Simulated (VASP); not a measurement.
# HfGe (Pm-3m) in VASP: further runs

Aim: see how the results for HfGe move with the level of theory and the settings. Levels: PBE, LDA. Tasks: single point, relaxation of cell and atoms.

Program: VASP 6.6.1. These are calculated values, not measurements. Logs are shortened: lines on timing, memory, paths and dates and some standing lists are left out, and cuts for length are marked.

## (1) The cell of the first run

Symmetry: Pm-3m, No. 221, cubic system. The conventional cell has a = 3.501 Å, b = 3.501 Å, c = 3.501 Å, α = 90.00°, β = 90.00°, γ = 90.00°. Within 4.0 Å of Hf (site symmetry m-3m) lie 8 Ge at 3.03 Å and 6 Hf at 3.50 Å. Within 4.0 Å of Ge (site symmetry m-3m) lie 8 Hf at 3.03 Å and 6 Ge at 3.50 Å.

## (2) Single point, PBE

INCAR reads:

```
SYSTEM = HfGe
  ALGO = Normal
  EDIFF = 1E-6
  ENCUT = 520
  GGA = PE
  ISIF = 2
  ISMEAR = 0
  LASPH = .TRUE.
  LCHARG = .FALSE.
  LREAL = .FALSE.
  LWAVE = .FALSE.
  NBANDS = 19
  NELM = 60
  PREC = Accurate
  SIGMA = 0.011
```

KPOINTS reads:

```
k-points
0
G
  8 8 8
  0 0 0
```

POSCAR reads:

```
HfGe
1.0
    3.5008378700      0.0000000000      0.0000000000
    0.0000000000      3.5008378700      0.0000000000
    0.0000000000      0.0000000000      3.5008378700
Hf Ge
1 1
Direct
    0.0000000000      0.0000000000      0.0000000000
    0.5000000000      0.5000000000      0.5000000000
```

Potentials or basis: VASP PAW PBE potentials, release 64 (Hf_pv, Ge_d).

Run with:

```
$ cat potpaw_PBE.64/Hf_pv/POTCAR potpaw_PBE.64/Ge_d/POTCAR > POTCAR
$ mpirun -np 1 vasp_std > vasp.out
```

OUTCAR:

```text
SYSTEM = HfGe
   EDIFF = 1E-6
   ENCUT = 520
   GGA = PE
   ISIF = 2
   ISMEAR = 0
   LASPH = .TRUE.
   LREAL = .FALSE.
   NELM = 60
   PREC = Accurate

 ion  position               nearest neighbor table
   1  0.000  0.000  0.000-   2 3.03   2 3.03   2 3.03   2 3.03   2 3.03   2 3.03   2 3.03   2 3.03

   2  0.500  0.500  0.500-   1 3.03   1 3.03   1 3.03   1 3.03   1 3.03   1 3.03   1 3.03   1 3.03

  LATTYP: Found a simple cubic cell.
 ALAT       =     3.5008378700

  Lattice vectors:

 A1 = (   3.5008378700,   0.0000000000,   0.0000000000)
 A2 = (   0.0000000000,   3.5008378700,   0.0000000000)
 A3 = (   0.0000000000,   0.0000000000,   3.5008378700)

Analysis of symmetry for initial positions (statically):
=====================================================================
 Subroutine PRICEL returns:
 Original cell was already a primitive cell.

 Routine SETGRP: Setting up the symmetry group for a
 simple cubic supercell.

 Subroutine GETGRP returns: Found 48 space group operations
[... 9 lines left out ...]

 Routine SETGRP: Setting up the symmetry group for a
 simple cubic supercell.

 Subroutine GETGRP returns: Found 48 space group operations
[... 11 lines left out ...]
                                     Primitive cell

  volume of cell :      42.9058

  direct lattice vectors                    reciprocal lattice vectors
     3.500837870  0.000000000  0.000000000     0.285645905  0.000000000  0.000000000
     0.000000000  3.500837870  0.000000000     0.000000000  0.285645905  0.000000000
     0.000000000  0.000000000  3.500837870     0.000000000  0.000000000  0.285645905

  length of vectors
     3.500837870  3.500837870  3.500837870     0.285645905  0.285645905  0.285645905

  position of ions in fractional coordinates (direct lattice)
     0.000000000  0.000000000  0.000000000
     0.500000000  0.500000000  0.500000000

  ion indices of the primitive-cell ions
   primitive index   ion index
                 1           1
                 2           2

----------------------------------------------------------------------------------------

 KPOINTS: k-points

Automatic generation of k-mesh.
 Grid dimensions read from file:
 generate k-points for:    8    8    8

 Generating k-lattice:

  Cartesian coordinates                     Fractional coordinates (reciprocal lattice)
     0.035705738  0.000000000  0.000000000     0.125000000  0.000000000  0.000000000
     0.000000000  0.035705738  0.000000000     0.000000000  0.125000000  0.000000000
     0.000000000  0.000000000  0.035705738     0.000000000  0.000000000  0.125000000

  Length of vectors
     0.035705738  0.035705738  0.035705738

  Shift w.r.t. Gamma in fractional coordinates (k-lattice)
     0.000000000  0.000000000  0.000000000

 Subroutine IBZKPT returns following result:
 ===========================================

 Found     35 irreducible k-points:

 Following reciprocal coordinates:
            Coordinates               Weight
  0.000000  0.000000  0.000000      1.000000
  0.125000  0.000000  0.000000      6.000000
  0.250000  0.000000  0.000000      6.000000
  0.375000  0.000000  0.000000      6.000000
  0.500000  0.000000  0.000000      3.000000
  0.125000  0.125000  0.000000     12.000000
[... 16 lines left out ...]
  0.375000  0.375000  0.125000     24.000000
  0.500000  0.375000  0.125000     24.000000
 [... further k-points ...]
   k-points           NKPTS =     35   k-points in BZ     NKDIM =     35   number of bands    NBANDS=     19
   number of dos      NEDOS =    301   number of ions     NIONS =      2
   total plane-waves  NPLWV =  21952
   dimension x,y,z NGX =    28 NGY =   28 NGZ =   28
   dimension x,y,z NGXF=    56 NGYF=   56 NGZF=   56
   ions per type =               1   1
   NGX,Y,Z   is equivalent  to a cutoff of  13.30, 13.30, 13.30 a.u.
   NGXF,Y,Z  is equivalent  to a cutoff of  26.59, 26.59, 26.59 a.u.
 SYSTEM =  HfGe
   PREC   = accura    normal or accurate (medium, high low for compatibility)
   ISTART =      0    job   : 0-new  1-cont  2-samecut
   ICHARG =      2    charge: 1-file 2-atom 10-const
   ISPIN  =      1    spin polarized calculation?
   LNONCOLLINEAR =      F non collinear calculations
   LSORBIT =      F    spin-orbit coupling
   LASPH  =      T    aspherical Exc in radial PAW
   ENCUT  =  520.0 eV  38.22 Ry    6.18 a.u.   6.51  6.51  6.51*2*pi/ulx,y,z
   NELM   =     60;   NELMIN=  2; NELMDL= -5     # of ELM steps
   EDIFF  = 0.1E-05   stopping-criterion for ELM
   LREAL  =      F    real-space projection
   EDIFFG = 0.1E-04   stopping-criterion for IOM
   NSW    =      0    number of steps for IOM
   IBRION =     -1    ionic relax: 0-MD 1-quasi-New 2-CG
   NFREE  =      0    steps in history (QN), initial steepest desc. (CG)
   ISIF   =      2    stress and relaxation
   ISYM   =      2    0-nonsym 1-usesym 2-fastsym
   POTIM  = 0.5000    time-step for ionic-motion
   TEBEG  =    0.0;   TEEND  =   0.0 temperature during run
   PSTRESS=    0.0 pullay stress
   NELECT =      24.0000    total number of electrons
   NUPDOWN=      -1.0000    fix difference up-down
   EMIN   =  10.00;   EMAX   =-10.00  energy-range for DOS
   EFERMI =   0.00;   METHOD = LEGACY
   ISMEAR =     0;   SIGMA  =   0.01  broadening in eV -4-tet -1-fermi 0-gaus
   EFERMI_NEDOS =   21; number of points for ismear=-14 and -15
   IALGO  =     38    algorithm
   IMIX   =      4    mixing-type and parameters
     AMIX     =   0.40;   BMIX     =  1.00
     AMIX_MAG =   1.60;   BMIX_MAG =  1.00
  volume/ion in A,a.u.               =      21.45       144.77
  Fermi-wavevector in a.u.,A,eV,Ry     =   1.348880  2.549013 24.755483  1.819477
  Thomas-Fermi vector in A             =   2.476512
   LORBIT       =      0    0 simple, 1 ext, 2 COOP (PROOUT), +10 PAW based schemes
   GGA     = PE    functional components
   LHFCALC =     F    Hartree Fock is set to
   AEXX    =    0.0000 exact exchange contribution
   IVDW    =     0    specifies the selected vdW correction
   LEPSILON=     F    determine dielectric tensor
   LRPA    =     F    only Hartree local field effects (RPA)
 non-spin polarized calculation
 Gauss-broadening in eV      SIGMA  =   0.01
  energy-cutoff  :      520.00
  volume of cell :       42.91
 maximum number of plane-waves:      1189
 NGX is ok and might be reduce to    28
   NGX = 13   NGY = 13   NGZ = 13

 number of electron      23.9999985 magnetization

 Free energy of the ion-electron system (eV)
  ---------------------------------------------------
  ext. energy  EPLUGINS =         0.00000000
  ---------------------------------------------------
  free energy    TOTEN  =       -14.75157171 eV

  energy without entropy =      -14.75093097  energy(sigma->0) =      -14.75125134

 E-fermi :   5.3825     XC(G=0): -11.1056

 val. band max:        5.3774528631   @ k =   0.3750   0.1250   0.1250
 cond. band min:       5.3874688239   @ k =   0.5000   0.2500   0.1250
 fundamental gap:      0.0100159608
 Fermi energy:         5.3825265954

 k-point     1 :       0.0000    0.0000    0.0000
  band No.  band energies     occupation
      1     -25.7557      2.00000
      2     -25.7557      2.00000
      3     -25.7557      2.00000
      4     -18.6715      2.00000
      5     -18.6715      2.00000
      6     -18.6641      2.00000
[... 11 lines left out ...]
     18       9.0279      0.00000
     19      15.9623      0.00000

 k-point     2 :       0.1250    0.0000    0.0000
  band No.  band energies     occupation
      1     -25.7796      2.00000
      2     -25.7538      2.00000
      3     -25.7538      2.00000
      4     -18.6713      2.00000
      5     -18.6682      2.00000
      6     -18.6645      2.00000
[... 11 lines left out ...]
     18      10.2919      0.00000
     19      15.0067      0.00000

 k-point     3 :       0.2500    0.0000    0.0000
  band No.  band energies     occupation
      1     -25.8368      2.00000
      2     -25.7493      2.00000
      3     -25.7493      2.00000
      4     -18.6708      2.00000
      5     -18.6655      2.00000
      6     -18.6655      2.00000
[... 11 lines left out ...]
     18      11.6846      0.00000
     19      13.4737      0.00000

 k-point     4 :       0.3750    0.0000    0.0000
  band No.  band energies     occupation
      1     -25.8933      2.00000
      2     -25.7447      2.00000
      3     -25.7447      2.00000
      4     -18.6703      2.00000
      5     -18.6666      2.00000
      6     -18.6666      2.00000
[... 11 lines left out ...]
     18      12.2030      0.00000
     19      12.3051      0.00000

 k-point     5 :       0.5000    0.0000    0.0000
  band No.  band energies     occupation
      1     -25.9165      2.00000
      2     -25.7428      2.00000
      3     -25.7428      2.00000
      4     -18.6701      2.00000
      5     -18.6670      2.00000
      6     -18.6670      2.00000
[... 11 lines left out ...]
     18      12.7607      0.00000
     19      12.7607      0.00000
[... 334 lines left out ...]
      2     -25.8196      2.00000
      3     -25.7600      2.00000
      4     -18.6726      2.00000
      5     -18.6686      2.00000
      6     -18.6672      2.00000
[... 11 lines left out ...]
     18      12.1400      0.00000
     19      14.7384      0.00000

 k-point    22 :       0.5000    0.2500    0.1250
  band No.  band energies     occupation
      1     -25.9028      2.00000
      2     -25.8171      2.00000
      3     -25.7579      2.00000
      4     -18.6739      2.00000
      5     -18.6689      2.00000
      6     -18.6676      2.00000
[... 11 lines left out ...]
     18      11.9433      0.00000
     19      13.9154      0.00000

 k-point    23 :       0.3750    0.3750    0.1250
  band No.  band energies     occupation
      1     -25.8744      2.00000
      2     -25.8722      2.00000
      3     -25.7548      2.00000
      4     -18.6756      2.00000
      5     -18.6700      2.00000
      6     -18.6690      2.00000
[... 11 lines left out ...]
     18      11.6862      0.00000
     19      14.7471      0.00000

 k-point    24 :       0.5000    0.3750    0.1250
  band No.  band energies     occupation
      1     -25.8954      2.00000
      2     -25.8704      2.00000
      3     -25.7526      2.00000
      4     -18.6769      2.00000
      5     -18.6703      2.00000
      6     -18.6699      2.00000
[... 11 lines left out ...]
     18      11.1939      0.00000
     19      14.5311      0.00000

 [... further k-points ...]
[... 5 lines left out ...]
  --------------------------------------------------------------------------------------
  -------------------------------------------------------------------------------------
  Total       -3.1492910     -3.1492910     -3.1492910     -0.0000000     -0.0000000      0.0000000
  in kB     -117.6000145   -117.6000145   -117.6000145     -0.0000000     -0.0000000      0.0000000
  external PRESSURE =    -117.6000145 kB  Pullay stress =       0.0000000 kB

 VOLUME and BASIS-vectors are now :
 -----------------------------------------------------------------------------
  energy-cutoff  :      520.00
  volume of cell :       42.91
      direct lattice vectors                 reciprocal lattice vectors
     3.500837870  0.000000000  0.000000000     0.285645905  0.000000000  0.000000000
     0.000000000  3.500837870  0.000000000     0.000000000  0.285645905  0.000000000
     0.000000000  0.000000000  3.500837870     0.000000000  0.000000000  0.285645905

 POSITION                                       TOTAL-FORCE (eV/Angst)
 -----------------------------------------------------------------------------------
      0.00000      0.00000      0.00000         0.000000      0.000000      0.000000
      1.75042      1.75042      1.75042         0.000000      0.000000      0.000000
 -----------------------------------------------------------------------------------
    total drift:                                0.000000      0.000000      0.000000

  FREE ENERGIE OF THE ION-ELECTRON SYSTEM (eV)
  ---------------------------------------------------
  free  energy   TOTEN  =       -14.7515717111 eV

  energy  without entropy=      -14.7509309738  energy(sigma->0) =      -14.75125134
```

It took 48 s on 1 thread of Intel Xeon 6975P-C, shared host; peak memory 0.17 GiB.

What came out:

```
Free energy            : -14.7516 eV
Pressure               : -11.8 GPa
Band gap on the k mesh : zero (band 12 reaches 7.03 eV, above the bottom of band 13 at 5.04 eV)
```

Caveat: spin-orbit coupling is left out, which moves the levels of the heavy elements.

## (3) Single point, PBE

INCAR reads:

```
ALGO = Normal
EDIFF = 1E-6
ENCUT = 520
GGA = PE
ISIF = 2
ISMEAR = -1
LASPH = T
LCHARG = T
LELF = T
LREAL = F
LVHAR = T
LWAVE = F
NBANDS = 19
NELM = 80
PREC = Accurate
SIGMA = 0.05
```

KPOINTS reads:

```
k-points
0
Gamma
  8 8 8
```

POSCAR is that of step 2.

Potentials or basis: VASP PAW PBE potentials, release 64 (Hf_pv, Ge_d).

Run with:

```
$ cat potpaw_PBE.64/Hf_pv/POTCAR potpaw_PBE.64/Ge_d/POTCAR > POTCAR
$ mpirun -np 1 vasp_std > vasp.out
```

OUTCAR:

```text
EDIFF = 1E-6
   ENCUT = 520
   GGA = PE
   ISIF = 2
   ISMEAR = -1
   LASPH = T
   LREAL = F
   NELM = 80
   PREC = Accurate

 ion  position               nearest neighbor table
   1  0.000  0.000  0.000-   2 3.03   2 3.03   2 3.03   2 3.03   2 3.03   2 3.03   2 3.03   2 3.03

   2  0.500  0.500  0.500-   1 3.03   1 3.03   1 3.03   1 3.03   1 3.03   1 3.03   1 3.03   1 3.03

  LATTYP: Found a simple cubic cell.
 ALAT       =     3.5008378700

  Lattice vectors:

 A1 = (   3.5008378700,   0.0000000000,   0.0000000000)
 A2 = (   0.0000000000,   3.5008378700,   0.0000000000)
 A3 = (   0.0000000000,   0.0000000000,   3.5008378700)

Analysis of symmetry for initial positions (statically):
=====================================================================
 Subroutine PRICEL returns:
 Original cell was already a primitive cell.

 Routine SETGRP: Setting up the symmetry group for a
 simple cubic supercell.

 Subroutine GETGRP returns: Found 48 space group operations
[... 9 lines left out ...]

 Routine SETGRP: Setting up the symmetry group for a
 simple cubic supercell.
[... 141 lines left out ...]
   NGX = 13   NGY = 13   NGZ = 13

 number of electron      23.9999985 magnetization

 Free energy of the ion-electron system (eV)
  ---------------------------------------------------
  ext. energy  EPLUGINS =         0.00000000
  ---------------------------------------------------
  free energy    TOTEN  =       -14.76935632 eV

  energy without entropy =      -14.74171700  energy(sigma->0) =      -14.75553666

 E-fermi :   5.3948     XC(G=0): -11.1066

 val. band max:        5.3920353547   @ k =   0.5000   0.2500   0.1250
 cond. band min:       5.4026085854   @ k =   0.2500   0.1250   0.0000
 fundamental gap:      0.0105732306
 Fermi energy:         5.3948312124

 k-point     1 :       0.0000    0.0000    0.0000
  band No.  band energies     occupation
      1     -25.7481      2.00000
      2     -25.7481      2.00000
      3     -25.7481      2.00000
      4     -18.6892      2.00000
      5     -18.6892      2.00000
      6     -18.6819      2.00000
[... 505 lines left out ...]
      6     -18.6877      2.00000
[... 11 lines left out ...]
     18      11.1911      0.00000
     19      14.5307      0.00000

 [... further k-points ...]
[... 5 lines left out ...]
  --------------------------------------------------------------------------------------
  -------------------------------------------------------------------------------------
  Total       -3.1032563     -3.1032563     -3.1032563     -0.0000000     -0.0000000     -0.0000000
  in kB     -115.8810012   -115.8810012   -115.8810012     -0.0000000     -0.0000000     -0.0000000
  external PRESSURE =    -115.8810012 kB  Pullay stress =       0.0000000 kB

 VOLUME and BASIS-vectors are now :
 -----------------------------------------------------------------------------
  energy-cutoff  :      520.00
  volume of cell :       42.91
      direct lattice vectors                 reciprocal lattice vectors
     3.500837870  0.000000000  0.000000000     0.285645905  0.000000000  0.000000000
     0.000000000  3.500837870  0.000000000     0.000000000  0.285645905  0.000000000
     0.000000000  0.000000000  3.500837870     0.000000000  0.000000000  0.285645905

 POSITION                                       TOTAL-FORCE (eV/Angst)
 -----------------------------------------------------------------------------------
      0.00000      0.00000      0.00000         0.000000      0.000000      0.000000
      1.75042      1.75042      1.75042         0.000000      0.000000      0.000000
 -----------------------------------------------------------------------------------
    total drift:                                0.000000      0.000000      0.000000

  FREE ENERGIE OF THE ION-ELECTRON SYSTEM (eV)
  ---------------------------------------------------
  free  energy   TOTEN  =       -14.7693563161 eV

  energy  without entropy=      -14.7417169966  energy(sigma->0) =      -14.75553666
```

Run time: 45 s. Hardware: 1 thread of Intel Xeon 6975P-C, shared host; peak memory 0.17 GiB.

What came out:

```
Free energy            : -14.7694 eV
Pressure               : -11.6 GPa
Band gap on the k mesh : zero (band 12 reaches 7.03 eV, above the bottom of band 13 at 5.04 eV)
```

Levels at points of the mesh, in eV from the Fermi level:
```csv
k point,band 9,band 10,band 11,band 12,band 13,band 14,band 15,band 16
"(0.00, 0.00, 0.00)",-10.69,-1.19,-1.19,1.63,1.63,1.63,3.06,3.06
"(0.50, 0.00, 0.00)",-8.48,-5.80,-0.42,-0.35,-0.35,3.32,4.26,6.43
"(0.50, 0.50, 0.00)",-7.94,-2.75,-2.75,-1.74,1.48,1.48,3.24,3.60
"(0.50, 0.50, 0.50)",-5.93,-3.74,-3.74,-3.74,3.20,3.20,3.20,4.69
```

Caveat: spin-orbit coupling is left out, which moves the levels of the heavy elements.

(Part 1 of 2 ends here.)
